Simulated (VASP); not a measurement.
# AgCl (Chlorargyrite) (P1) in VASP: further runs, part 2 of 2

VASP 6.6.1. The steps go on from the part before.

## (3) Single point, PBEsol

File INCAR:

```
PREC = Accurate ; ENCUT = 520
EDIFF = 1E-6 ; ISMEAR = -1
SIGMA = 0.05 ; LREAL = F
LASPH = T ; NELM = 100
ALGO = Normal ; ISIF = 2
LWAVE = F ; LCHARG = T
GGA = PS ; LELF = T
LVHAR = T ; NBANDS = 16
```

File KPOINTS:

```
Automatic mesh
0
Gamma
  4 4 4
```

File POSCAR:

```
AgCl
1.0
   -0.0002100000      2.7497900000      2.7622600000
    2.7711200000     -0.0580000000      2.8200600000
    2.7084400000      2.7449000000      0.0046800000
Ag Cl
1 1
Direct
    0.9913900000      0.9913900000      0.0064700000
    0.5019874340      0.4891723136      0.5141530464
```

Potentials or basis: VASP PAW PBE potentials, release 64 (Ag, Cl).

Run with:

```bash
$ cat potpaw_PBE.64/Ag/POTCAR potpaw_PBE.64/Cl/POTCAR > POTCAR
$ mpirun -np 1 vasp_std > vasp.out
```

OUTCAR:

```text
PREC = Accurate
   ENCUT = 520
   EDIFF = 1E-6
   ISMEAR = -1
   LREAL = F
   LASPH = T
   NELM = 100
   ISIF = 2
   GGA = PS

 ion  position               nearest neighbor table
   1  0.991  0.991  0.006-   2 2.73   2 2.73   2 2.76   2 2.77   2 2.81   2 2.83
   2  0.502  0.489  0.514-   1 2.73   1 2.73   1 2.76   1 2.77   1 2.81   1 2.83

  LATTYP: Found a triclinic cell.
 ALAT       =     3.8653662428
 B/A-ratio  =     1.4178441814
 C/A-ratio  =     1.0083437553
 COS(alpha) =     0.0000701770
 COS(beta)  =     0.5065252681
 COS(gamma) =     0.6925382791

  Lattice vectors:

 A1 = (   2.7086500000,  -0.0048900000,  -2.7575800000)
 A2 = (   5.4797700000,  -0.0628900000,   0.0624800000)
 A3 = (   0.0002100000,  -2.7497900000,  -2.7622600000)

Analysis of symmetry for initial positions (statically):
=====================================================================
 Subroutine PRICEL returns:
 Original cell was already a primitive cell.

 Routine SETGRP: Setting up the symmetry group for a
 triclinic supercell.
[... 158 lines left out ...]

 Free energy of the ion-electron system (eV)
  ---------------------------------------------------
  ext. energy  EPLUGINS =         0.00000000
  ---------------------------------------------------
  free energy    TOTEN  =        -6.02794305 eV

  energy without entropy =       -6.02787118  energy(sigma->0) =       -6.02790711

 E-fermi :   4.2233     XC(G=0): -10.2416

 val. band max:        3.8688759631   @ k =  -0.0000   0.0000   0.5000
 cond. band min:       4.5156660931   @ k =   0.0000   0.0000   0.0000
 fundamental gap:      0.6467901300
 Fermi energy:         4.2232894463

 k-point     1 :       0.0000    0.0000    0.0000
  band No.  band energies     occupation
      1     -11.3837      2.00000
      2       1.1477      2.00000
      3       1.2023      2.00000
      4       1.2547      2.00000
      5       1.2710      2.00000
      6       1.3077      2.00000
[... 433 lines left out ...]
      3      -0.3115      2.00000
      4      -0.0043      2.00000
      5       1.4162      2.00000
      6       1.7036      2.00000
[... 8 lines left out ...]
     15      17.9471      0.00000
     16      18.7940      0.00000

 [... further k-points ...]
[... 5 lines left out ...]
  --------------------------------------------------------------------------------------
  -------------------------------------------------------------------------------------
  Total       -0.5716122     -0.5977134     -0.6381119      0.0379090      0.0291012     -0.0409502
  in kB      -21.5926667    -22.5786373    -24.1046949      1.4320141      1.0993004     -1.5468955
  external PRESSURE =     -22.7586663 kB  Pullay stress =       0.0000000 kB

 VOLUME and BASIS-vectors are now :
 -----------------------------------------------------------------------------
  energy-cutoff  :      520.00
  volume of cell :       42.41
      direct lattice vectors                 reciprocal lattice vectors
    -0.000210000  2.749790000  2.762260000    -0.182513204  0.179776830  0.183043285
     2.771120000 -0.058000000  2.820060000     0.178462725 -0.176391647  0.175608909
     2.708440000  2.744900000  0.004680000     0.186609283  0.180487725 -0.179658741

 POSITION                                       TOTAL-FORCE (eV/Angst)
 -----------------------------------------------------------------------------------
      2.76458      2.68637      5.53429         0.013504      0.034911      0.012600
      2.74800      2.76329      2.76852        -0.013504     -0.034911     -0.012600
 -----------------------------------------------------------------------------------
    total drift:                               -0.000030     -0.000021     -0.000008

  FREE ENERGIE OF THE ION-ELECTRON SYSTEM (eV)
  ---------------------------------------------------
  free  energy   TOTEN  =        -6.0279430512 eV

  energy  without entropy=       -6.0278711758  energy(sigma->0) =       -6.02790711
```

OSZICAR:

```text
N       E                     dE             d eps       ncg     rms          rms(c)
DAV:   1     0.993594274994E+02    0.99359E+02   -0.87569E+03  1184   0.102E+03
DAV:   2    -0.248059348652E+01   -0.10184E+03   -0.93118E+02  1464   0.222E+02
DAV:   3    -0.616964345797E+01   -0.36890E+01   -0.36808E+01  1424   0.444E+01
DAV:   4    -0.619536323149E+01   -0.25720E-01   -0.25718E-01  1464   0.402E+00
DAV:   5    -0.619569592337E+01   -0.33269E-03   -0.33269E-03  1432   0.449E-01    0.644E+00
DAV:   6    -0.603255223118E+01    0.16314E+00   -0.29106E-01  1480   0.699E+00    0.424E+00
DAV:   7    -0.602937046158E+01    0.31818E-02   -0.69188E-02  1280   0.172E+00    0.193E+00
DAV:   8    -0.602794834402E+01    0.14221E-02   -0.41606E-03  1488   0.658E-01    0.323E-01
DAV:   9    -0.602791072947E+01    0.37615E-04   -0.41542E-04  1448   0.269E-01    0.497E-02
DAV:  10    -0.602793967727E+01   -0.28948E-04   -0.49228E-05  1448   0.631E-02    0.137E-02
DAV:  11    -0.602794310342E+01   -0.34261E-05   -0.27398E-06  1360   0.129E-02    0.194E-03
DAV:  12    -0.602794305119E+01    0.52226E-07   -0.13660E-07   864   0.258E-03
   1 F= -.60279431E+01 E0= -.60279071E+01  d E =-.718754E-04
```

stdout:

```text
POSCAR found type information on POSCAR AgCl
 POSCAR found :  2 types and       2 ions
 scaLAPACK will be used
 -----------------------------------------------------------------------------
|                                                                             |
|                                                                             |
|     You enforced a specific xc type in the INCAR file but a different       |
|     I HOPE YOU KNOW WHAT YOU ARE DOING!                                     |
|                                                                             |
 -----------------------------------------------------------------------------

 LDA part: xc-table for (Slater+PW92), standard interpolation
 POSCAR, INCAR and KPOINTS ok, starting setup
 FFT: planning ... GRIDC
 FFT: planning ... GRID_SOFT
 FFT: planning ... GRID
 WAVECAR not read
 entering main loop
```

Wall time 20 s (1 thread of Intel Xeon Platinum 8488C (Sapphire Rapids), shared host); peak memory 0.18 GiB.

Results:

```yaml
Free_energy: -6.0279 eV
Pressure: -2.3 GPa
Largest_force: 0.039 eV/Å
Band_gap_on_the_k_mesh: 0.65 eV, indirect (least direct gap 2.90 eV)
```

Forces on the atoms (eV/Å):
```
Ag   0.014  0.035  0.013
Cl  -0.014 -0.035 -0.013
```

Stress tensor (GPa, compression positive):
```
-2.16  0.14 -0.15
 0.14 -2.26  0.11
-0.15  0.11 -2.41
```

Caveat: the k points lie up to 0.50 Å⁻¹ apart; the PAW data sets were made with another functional, which shifts forces and pressure a little.

## (4) Single point, PBEsol

File INCAR:

```
SYSTEM = AgCl
PREC = Accurate
ENCUT = 520
EDIFF = 1E-6
ISMEAR = -1
SIGMA = 0.05
LREAL = .False.
LASPH = .True.
NELM = 100
ALGO = Normal
ISIF = 2
LWAVE = .False.
LCHARG = .False.
GGA = PS
NBANDS = 16
```

File KPOINTS:

```
regular mesh
0
Gamma
  4 4 4
  0 0 0
```

Edit POSCAR of step 3 so:

```diff
@@ -9,2 +9,2 @@
     0.9913900000      0.9913900000      0.0064700000
-    0.5019874340      0.4891723136      0.5141530464
+    0.5038125660      0.4873876864      0.5122869536
```

Potentials or basis: VASP PAW PBE potentials, release 64 (Ag, Cl).

Run with:

```bash
$ cat potpaw_PBE.64/Ag/POTCAR potpaw_PBE.64/Cl/POTCAR > POTCAR
$ mpirun -np 1 vasp_std > vasp.out
```

OUTCAR:

```text
SYSTEM = AgCl
   PREC = Accurate
   ENCUT = 520
   EDIFF = 1E-6
   ISMEAR = -1
   LREAL = .False.
   LASPH = .True.
   NELM = 100
   ISIF = 2
   GGA = PS

 ion  position               nearest neighbor table
   1  0.991  0.991  0.006-   2 2.73   2 2.74   2 2.75   2 2.77   2 2.81   2 2.83
   2  0.504  0.487  0.512-   1 2.73   1 2.74   1 2.75   1 2.77   1 2.81   1 2.83

  LATTYP: Found a triclinic cell.
 ALAT       =     3.8653662428
 B/A-ratio  =     1.4178441814
 C/A-ratio  =     1.0083437553
 COS(alpha) =     0.0000701770
 COS(beta)  =     0.5065252681
 COS(gamma) =     0.6925382791

  Lattice vectors:

 A1 = (   2.7086500000,  -0.0048900000,  -2.7575800000)
 A2 = (   5.4797700000,  -0.0628900000,   0.0624800000)
 A3 = (   0.0002100000,  -2.7497900000,  -2.7622600000)

Analysis of symmetry for initial positions (statically):
=====================================================================
 Subroutine PRICEL returns:
 Original cell was already a primitive cell.

 Routine SETGRP: Setting up the symmetry group for a
[... 160 lines left out ...]
 Free energy of the ion-electron system (eV)
  ---------------------------------------------------
  ext. energy  EPLUGINS =         0.00000000
  ---------------------------------------------------
  free energy    TOTEN  =        -6.02802545 eV

  energy without entropy =       -6.02795362  energy(sigma->0) =       -6.02798953

 E-fermi :   4.2231     XC(G=0): -10.2417

 val. band max:        3.8679940252   @ k =  -0.0000   0.0000   0.5000
 cond. band min:       4.5155685590   @ k =   0.0000   0.0000   0.0000
 fundamental gap:      0.6475745338
 Fermi energy:         4.2231231081

 k-point     1 :       0.0000    0.0000    0.0000
  band No.  band energies     occupation
      1     -11.3836      2.00000
      2       1.1523      2.00000
      3       1.2067      2.00000
      4       1.2526      2.00000
      5       1.2764      2.00000
      6       1.3130      2.00000
[... 433 lines left out ...]
      3      -0.3126      2.00000
      4      -0.0029      2.00000
      5       1.4155      2.00000
      6       1.7038      2.00000
[... 8 lines left out ...]
     15      17.9475      0.00000
     16      18.7943      0.00000

 [... further k-points ...]
[... 5 lines left out ...]
  --------------------------------------------------------------------------------------
  -------------------------------------------------------------------------------------
  Total       -0.5740343     -0.5974466     -0.6382438      0.0397814      0.0291313     -0.0401943
  in kB      -21.6841608    -22.5685620    -24.1096747      1.5027434      1.1004366     -1.5183408
  external PRESSURE =     -22.7874658 kB  Pullay stress =       0.0000000 kB

 VOLUME and BASIS-vectors are now :
 -----------------------------------------------------------------------------
  energy-cutoff  :      520.00
  volume of cell :       42.41
      direct lattice vectors                 reciprocal lattice vectors
    -0.000210000  2.749790000  2.762260000    -0.182513204  0.179776830  0.183043285
     2.771120000 -0.058000000  2.820060000     0.178462725 -0.176391647  0.175608909
     2.708440000  2.744900000  0.004680000     0.186609283  0.180487725 -0.179658741

 POSITION                                       TOTAL-FORCE (eV/Angst)
 -----------------------------------------------------------------------------------
      2.76458      2.68637      5.53429         0.002965      0.035614      0.012009
      2.73800      2.76329      2.76852        -0.002965     -0.035614     -0.012009
 -----------------------------------------------------------------------------------
    total drift:                               -0.000005     -0.000049     -0.000026

  FREE ENERGIE OF THE ION-ELECTRON SYSTEM (eV)
  ---------------------------------------------------
  free  energy   TOTEN  =        -6.0280254539 eV

  energy  without entropy=       -6.0279536154  energy(sigma->0) =       -6.02798953
```

stdout:

```text
POSCAR found type information on POSCAR AgCl
 POSCAR found :  2 types and       2 ions
 scaLAPACK will be used
 -----------------------------------------------------------------------------
|                                                                             |
|                                                                             |
|     You enforced a specific xc type in the INCAR file but a different       |
|     I HOPE YOU KNOW WHAT YOU ARE DOING!                                     |
|                                                                             |
 -----------------------------------------------------------------------------

 LDA part: xc-table for (Slater+PW92), standard interpolation
 POSCAR, INCAR and KPOINTS ok, starting setup
 FFT: planning ... GRIDC
 FFT: planning ... GRID_SOFT
 FFT: planning ... GRID
 WAVECAR not read
 entering main loop
```

Wall time 20 s (1 thread of Intel Xeon Platinum 8488C (Sapphire Rapids), shared host); peak memory 0.18 GiB.

Results:

```yaml
Free_energy: -6.0280 eV
Pressure: -2.3 GPa
Largest_force: 0.038 eV/Å
Band_gap_on_the_k_mesh: 0.65 eV, indirect (least direct gap 2.90 eV)
```

Forces in eV/Å, atoms in the order of the input:
```
Ag   0.003  0.036  0.012
Cl  -0.003 -0.036 -0.012
```

Stress tensor (GPa, compression positive):
```
-2.17  0.15 -0.15
 0.15 -2.26  0.11
-0.15  0.11 -2.41
```

Caveat: the k points lie up to 0.50 Å⁻¹ apart; the PAW data sets were made with another functional, which shifts forces and pressure a little. A k mesh can miss the band edges.
